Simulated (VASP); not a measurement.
A run of VASP 6.6.1 is set up as follows.

The input POSCAR:

```
Yb
1.0
    0.0000000000      2.6096620394      2.6096620394
    2.6096620394      0.0000000000      2.6096620394
    2.6096620394      2.6096620394      0.0000000000
Yb
1
Direct
    0.0000000000      0.0000000000      0.0000000000
```

File INCAR.step1:

```
ALGO = Normal ; EDIFF = 1E-4
ENCUT = 520 ; GGA = PE
ISMEAR = -1 ; LASPH = T
LCHARG = F ; LREAL = F
LWAVE = T ; NBANDS = 18
NELM = 60 ; PREC = Accurate
SIGMA = 0.3
```

The input INCAR.step2:

```
ALGO = Normal ; EDIFF = 1E-7
ENCUT = 520 ; ISIF = 2
ISMEAR = -1 ; ISTART = 1
LASPH = T ; LCHARG = F
LMIXTAU = T ; LREAL = F
LWAVE = F ; METAGGA = R2SCAN
NBANDS = 18 ; NELM = 60
PREC = Accurate ; SIGMA = 0.3
```

Contents of KPOINTS:

```
k-points
0
Gamma
  10 10 10
```

Potentials or basis: VASP PAW PBE potentials, release 64 (Yb).

Launch:

```sh
$ cat potpaw_PBE.64/Yb/POTCAR > POTCAR
$ cp INCAR.step1 INCAR
$ mpirun -np 1 vasp_std > vasp.out
$ cp INCAR.step2 INCAR
$ mpirun -np 1 vasp_std > vasp.out
```

Estimate the band gap on the k mesh.

zero (band 12 reaches 1.39 eV, above the bottom of band 13 at 1.36 eV).

Predict the pressure.

0.1 GPa.

Caveat: the PAW data sets were made with another functional, which shifts forces and pressure a little; spin-orbit coupling is left out, which moves the levels of the heavy elements. Spin polarisation is off, so any magnetic state and its effect on volume and gap are missing.
